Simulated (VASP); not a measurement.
# CuAs3 (Pm-3m) in VASP: further runs

CuAs3 is run at these levels: PBE; tasks: single point, relaxation of cell and atoms.

Program: VASP 6.6.1. These are calculated values, not measurements. Logs are shortened: lines on timing, memory, paths and dates and some standing lists are left out, and cuts for length are marked.

## 1. The cell of the first run

Symmetry: Pm-3m, No. 221, cubic system. Conventional cell: a = 4.142 Å, b = 4.142 Å, c = 4.142 Å, α = 90.00°, β = 90.00°, γ = 90.00°. Within 3.9 Å of Cu (site symmetry m-3m) lie 12 As at 2.93 Å. Within 3.9 Å of As (site symmetry 4/mmm) lie 4 Cu at 2.93 Å and 8 As at 2.93 Å.

## 2. Single point, PBE

INCAR reads:

```
SYSTEM = CuAs3
ALGO = Normal
EDIFF = 1E-6
ENCUT = 520
GGA = PE
ISIF = 2
ISMEAR = 0
LASPH = .True.
LCHARG = .False.
LREAL = .False.
LWAVE = .False.
NBANDS = 21
NELM = 100
PREC = Accurate
SIGMA = 0.1
```

KPOINTS reads:

```
k-points
0
Gamma
  12 12 12
  0 0 0
```

POSCAR reads:

```
CuAs3
1.0
    4.1418188179      0.0000000000      0.0000000000
    0.0000000000      4.1418188179      0.0000000000
    0.0000000000      0.0000000000      4.1418188179
Cu As
1 3
Direct
    0.0000000000      0.0000000000      0.0000000000
    0.0000000000      0.5000000000      0.5000000000
    0.5000000000      0.0000000000      0.5000000000
    0.5000000000      0.5000000000      0.0000000000
```

Potentials or basis: VASP PAW PBE potentials, release 64 (Cu, As).

Command:

```bash
$ cat potpaw_PBE.64/Cu/POTCAR potpaw_PBE.64/As/POTCAR > POTCAR
$ mpirun -np 1 vasp_std > vasp.out
```

OUTCAR:

```text
SYSTEM = CuAs3
   EDIFF = 1E-6
   ENCUT = 520
   GGA = PE
   ISIF = 2
   ISMEAR = 0
   LASPH = .True.
   LREAL = .False.
   NELM = 100
   PREC = Accurate

 ion  position               nearest neighbor table
   1  0.000  0.000  0.000-
   2  0.000  0.500  0.500-
   3  0.500  0.000  0.500-
   4  0.500  0.500  0.000-

  LATTYP: Found a simple cubic cell.
 ALAT       =     4.1418188179

  Lattice vectors:

 A1 = (   4.1418188179,   0.0000000000,   0.0000000000)
 A2 = (   0.0000000000,   4.1418188179,   0.0000000000)
 A3 = (   0.0000000000,   0.0000000000,   4.1418188179)

Analysis of symmetry for initial positions (statically):
=====================================================================
 Subroutine PRICEL returns:
 Original cell was already a primitive cell.

 Routine SETGRP: Setting up the symmetry group for a
 simple cubic supercell.

 Subroutine GETGRP returns: Found 48 space group operations
 (whereof 48 operations were pure point group operations)
 out of a pool of 48 trial point group operations.

The static configuration has the point symmetry O_h .

Analysis of symmetry for dynamics (positions and initial velocities):
=====================================================================
 Subroutine PRICEL returns:
 Original cell was already a primitive cell.

 Routine SETGRP: Setting up the symmetry group for a
 simple cubic supercell.

 Subroutine GETGRP returns: Found 48 space group operations
 (whereof 48 operations were pure point group operations)
 out of a pool of 48 trial point group operations.

The dynamic configuration has the point symmetry O_h .

 Subroutine INISYM returns: Found 48 space group operations
 (whereof 48 operations are pure point group operations),
 and found     1 'primitive' translations

----------------------------------------------------------------------------------------

                                     Primitive cell

  volume of cell :      71.0515

[... 84 lines left out ...]
   ISTART =      0    job   : 0-new  1-cont  2-samecut
   ICHARG =      2    charge: 1-file 2-atom 10-const
   ISPIN  =      1    spin polarized calculation?
   LNONCOLLINEAR =      F non collinear calculations
   LSORBIT =      F    spin-orbit coupling
   LASPH  =      T    aspherical Exc in radial PAW
   ENCUT  =  520.0 eV  38.22 Ry    6.18 a.u.   7.70  7.70  7.70*2*pi/ulx,y,z
   NELM   =    100;   NELMIN=  2; NELMDL= -5     # of ELM steps
   EDIFF  = 0.1E-05   stopping-criterion for ELM
   LREAL  =      F    real-space projection
   EDIFFG = 0.1E-04   stopping-criterion for IOM
   NSW    =      0    number of steps for IOM
   IBRION =     -1    ionic relax: 0-MD 1-quasi-New 2-CG
   NFREE  =      0    steps in history (QN), initial steepest desc. (CG)
   ISIF   =      2    stress and relaxation
   ISYM   =      2    0-nonsym 1-usesym 2-fastsym
   POTIM  = 0.5000    time-step for ionic-motion
   TEBEG  =    0.0;   TEEND  =   0.0 temperature during run
   PSTRESS=    0.0 pullay stress
   NELECT =      26.0000    total number of electrons
   NUPDOWN=      -1.0000    fix difference up-down
   EMIN   =  10.00;   EMAX   =-10.00  energy-range for DOS
   EFERMI =   0.00;   METHOD = LEGACY
   ISMEAR =     0;   SIGMA  =   0.10  broadening in eV -4-tet -1-fermi 0-gaus
   EFERMI_NEDOS =   21; number of points for ismear=-14 and -15
   IALGO  =     38    algorithm
   IMIX   =      4    mixing-type and parameters
     AMIX     =   0.40;   BMIX     =  1.00
     AMIX_MAG =   1.60;   BMIX_MAG =  1.00
  volume/ion in A,a.u.               =      17.76       119.87
  Fermi-wavevector in a.u.,A,eV,Ry     =   1.170959  2.212791 18.655545  1.371144
  Thomas-Fermi vector in A             =   2.307409
   LORBIT       =      0    0 simple, 1 ext, 2 COOP (PROOUT), +10 PAW based schemes
   GGA     = PE    functional components
   LHFCALC =     F    Hartree Fock is set to
   AEXX    =    0.0000 exact exchange contribution
   IVDW    =     0    specifies the selected vdW correction
   LEPSILON=     F    determine dielectric tensor
   LRPA    =     F    only Hartree local field effects (RPA)
 non-spin polarized calculation
 Gauss-broadening in eV      SIGMA  =   0.10
  energy-cutoff  :      520.00
  volume of cell :       71.05
 maximum number of plane-waves:      1936
 NGX is ok and might be reduce to    32
   NGX = 15   NGY = 15   NGZ = 15

 number of electron      25.9999980 magnetization

 Free energy of the ion-electron system (eV)
  ---------------------------------------------------
  ext. energy  EPLUGINS =         0.00000000
  ---------------------------------------------------
  free energy    TOTEN  =       -15.88151573 eV

  energy without entropy =      -15.86862692  energy(sigma->0) =      -15.87507133

 E-fermi :   6.6564     XC(G=0): -10.9597

 val. band max:        6.6547715434   @ k =   0.1667   0.0833   0.0833
 cond. band min:       6.6621721769   @ k =   0.3333   0.0000   0.0000
 fundamental gap:      0.0074006334
 Fermi energy:         6.6564374109

 k-point     1 :       0.0000    0.0000    0.0000
  band No.  band energies     occupation
      1      -8.1693      2.00000
      2      -2.1357      2.00000
      3      -2.1357      2.00000
      4       1.5311      2.00000
      5       1.5311      2.00000
      6       1.5311      2.00000
[... 565 lines left out ...]
     20      12.9754      0.00000
     21      15.2637      0.00000

 [... further k-points ...]

------------------------ aborting loop because EDIFF is reached ----------------------------------------

  FORCE on cell =-STRESS in cart. coord.  units (eV):
  Direction    XX          YY          ZZ          XY          YZ          ZX
  --------------------------------------------------------------------------------------
  -------------------------------------------------------------------------------------
  Total        0.1514971      0.1514971      0.1514971     -0.0000000     -0.0000000      0.0000000
  in kB        3.4161863      3.4161863      3.4161863     -0.0000000     -0.0000000      0.0000000
  external PRESSURE =       3.4161863 kB  Pullay stress =       0.0000000 kB

 VOLUME and BASIS-vectors are now :
 -----------------------------------------------------------------------------
  energy-cutoff  :      520.00
  volume of cell :       71.05
      direct lattice vectors                 reciprocal lattice vectors
     4.141818818  0.000000000  0.000000000     0.241439822  0.000000000  0.000000000
     0.000000000  4.141818818  0.000000000     0.000000000  0.241439822  0.000000000
     0.000000000  0.000000000  4.141818818     0.000000000  0.000000000  0.241439822

 POSITION                                       TOTAL-FORCE (eV/Angst)
 -----------------------------------------------------------------------------------
      0.00000      0.00000      0.00000         0.000000      0.000000      0.000000
      0.00000      2.07091      2.07091         0.000000      0.000000      0.000000
      2.07091      0.00000      2.07091         0.000000      0.000000      0.000000
      2.07091      2.07091      0.00000         0.000000      0.000000      0.000000
 -----------------------------------------------------------------------------------
    total drift:                                0.000000     -0.000000     -0.000000

  FREE ENERGIE OF THE ION-ELECTRON SYSTEM (eV)
  ---------------------------------------------------
  free  energy   TOTEN  =       -15.8815157312 eV

  energy  without entropy=      -15.8686269209  energy(sigma->0) =      -15.87507133
```

It took 37 s on 1 thread of Intel Xeon Platinum 8559C (Emerald Rapids), shared host; peak memory 0.25 GiB.

Results:

```yaml
Free_energy: -15.8815 eV
Pressure: 0.3 GPa
Band_gap_on_the_k_mesh: zero (bands 13 and 14 overlap by 1.75 eV)
```

Levels at points of the mesh, in eV from the Fermi level:
| k point | band 11 | band 12 | band 13 | band 14 | band 15 | band 16 |
| --- | --- | --- | --- | --- | --- | --- |
| (0.00, 0.00, 0.00) | -2.66 | -0.87 | 0.79 | 0.79 | 0.79 | 3.10 |
| (0.50, 0.00, 0.00) | -2.10 | -1.93 | -1.93 | -0.96 | -0.14 | 3.00 |
| (0.50, 0.50, 0.00) | -1.78 | -1.37 | -1.37 | -0.31 | -0.31 | 3.16 |
| (0.50, 0.50, 0.50) | -2.52 | -2.52 | -1.99 | 4.44 | 4.44 | 4.64 |

## 3. Relaxation of cell and atoms, PBE

This run uses another cell than the first one, of 18.37 Å³/atom.

INCAR reads:

```
ALGO = Normal ; EDIFF = 1E-7
EDIFFG = -0.01 ; ENCUT = 600
GGA = PE ; IBRION = 2
ISIF = 3 ; ISMEAR = 0
LASPH = T ; LCHARG = F
LREAL = F ; LWAVE = F
NELM = 100 ; NSW = 100
PREC = Accurate ; SIGMA = 0.1
```

KPOINTS reads:

```
k-points
0
Gamma
  12 12 12
```

POSCAR reads:

```
CuAs3
1.0
    4.1883826039      0.0000000000      0.0000000000
    0.0000000000      4.1883826039      0.0000000000
    0.0000000000      0.0000000000      4.1883826039
Cu As
1 3
Direct
    0.0000000000      0.0000000000      0.0000000000
    0.0000000000      0.5000000000      0.5000000000
    0.5000000000      0.0000000000      0.5000000000
    0.5000000000      0.5000000000      0.0000000000
```

Potentials or basis: VASP PAW PBE potentials, release 64 (Cu, As).

Command:

```bash
$ cat potpaw_PBE.64/Cu/POTCAR potpaw_PBE.64/As/POTCAR > POTCAR
$ mpirun -np 1 vasp_std > vasp.out
```

Run time: 2.2 min. Hardware: 1 thread of Intel Xeon Platinum 8559C (Emerald Rapids), shared host; peak memory 0.3 GiB.

It converged, with:

```
Free energy                           : -15.8819 eV
Relaxed volume                        : 17.79 Å³/atom
Relaxed cell                          : a = 4.144 Å, b = 4.144 Å, c = 4.144 Å, α = 90.00°, β = 90.00°, γ = 90.00°
Space group after relaxing (to 0.1 Å) : Pm-3m (No. 221)
Energy gained by relaxing             : 4.6 meV/atom
Ionic steps                           : 3
Pressure after relaxing               : 0.0 GPa
Band gap on the k mesh                : zero (bands 13 and 14 overlap by 1.75 eV)
```

Step by step:
```
step  energy change (eV)  largest force (eV/Å)  pressure (GPa)  volume (Å³)
   1              0.0000                0.0000           -2.49        73.47
   2             -0.0168                0.0000            0.85        70.49
   3             -0.0185                0.0000           -0.01        71.17
```

Final structure:
```
Cu As
1.0
     4.14406    0.00000    0.00000
     0.00000    4.14406    0.00000
     0.00000    0.00000    4.14406
Cu As
1 3
Direct
  0.00000 0.00000 0.00000
  0.00000 0.50000 0.50000
  0.50000 0.00000 0.50000
  0.50000 0.50000 0.00000
```

Levels at points of the mesh, in eV from the Fermi level:
```
           k point  band 9  band 10  band 11  band 12  band 13  band 14  band 15  band 16  band 17
(0.00, 0.00, 0.00)   -2.82    -2.65    -2.65    -0.87     0.79     0.79     0.79     3.10     3.10
(0.50, 0.00, 0.00)   -2.36    -2.09    -2.09    -1.92    -1.92    -0.95    -0.14     2.99     2.99
(0.50, 0.50, 0.00)   -2.66    -2.48    -1.77    -1.37    -1.37    -0.31    -0.31     3.15     3.45
(0.50, 0.50, 0.50)   -2.66    -2.52    -2.52    -2.52    -1.99     4.43     4.43     4.63     4.63
```
